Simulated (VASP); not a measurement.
## AlRu: single point with r2SCAN

Crystal: AlRu.

```
Ru Al
1.0
     3.03097    0.00000    0.00000
     0.00000    3.03097    0.00000
     0.00000    0.00000    3.03097
Ru Al
1 1
Direct
  0.50000 0.50000 0.50000
  0.00000 0.00000 0.00000
```

```json
{"Program": "VASP 6.6.1", "Task": "single point", "Functional": "r2SCAN", "Potentials or basis": "VASP PAW PBE potentials, release 64 (Ru_pv, Al)", "Cutoff": "550 eV", "k mesh": "9 × 9 × 9", "Occupations": "fermi-dirac, width 0.05 eV", "Spin": "no spin polarisation", "Dipole correction": "no", "Further INCAR settings": "ALGO = Normal; EDIFF = 1e-06; NBANDS = 16"}
```

```
Pressure               : -9.6 GPa
Band gap on the k mesh : zero (an odd number of electrons rules out a gap without spin polarisation)
```

Levels at points of the mesh, in eV from the Fermi level:
```
           k point  band 7  band 8  band 9  band 10  band 11  band 12
(0.00, 0.00, 0.00)    0.23    0.23    0.23     6.40     6.40     6.40
```

Wall time 57 s on 1 thread of Intel Xeon 8259CL, on a shared host, peak memory 0.15 GiB.

Caveat: the cell stands under tension; the PAW data sets were made with another functional, which shifts forces and pressure a little.
